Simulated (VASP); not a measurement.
Here is a VASP 6.6.1 calculation.

The input INCAR:

```
PREC = Accurate
ENCUT = 520
EDIFF = 1E-6
ISMEAR = 0
SIGMA = 0.05
LREAL = False
LASPH = True
NELM = 80
ALGO = Normal
ISIF = 2
LWAVE = False
LCHARG = False
GGA = CA
NBANDS = 16
```

Contents of KPOINTS:

```
Automatic mesh
0
Gamma
  9 9 6
```

File POSCAR:

```
AlN
1.0
    3.0887424016      0.0000000000      0.0000000000
   -1.5443712008      2.6749293856      0.0000000000
    0.0000000000      0.0000000000      4.9437688231
Al N
2 2
Direct
    0.3494085240      0.6988170481      0.0015212672
    0.6505914760      0.3011829519      0.5015212672
    0.3189889223      0.6379778447      0.3834787328
    0.6810110777      0.3620221553      0.8834787328
```

Potentials or basis: VASP PAW LDA potentials, release 64 (Al, N).

Launch:

```sh
$ cat potpaw_LDA.64/Al/POTCAR potpaw_LDA.64/N/POTCAR > POTCAR
$ mpirun -np 1 vasp_std > vasp.out
```

Question: Predict the pressure.

Answer: 0.4 GPa.

Question: Predict the band gap on the k mesh.

Answer: 4.33 eV, direct.

Forces in eV/Å, atoms in the order of the input:
```
Al   0.000 -0.525  0.054
Al   0.000  0.525  0.054
N    0.000  0.209 -0.054
N    0.000 -0.209 -0.054
```

Caveat: the cell differs from its parent crystal (mode 4 frozen in at +0.000 Å and mode 5 at +0.086 Å (largest displacements)). A k mesh can miss the band edges.
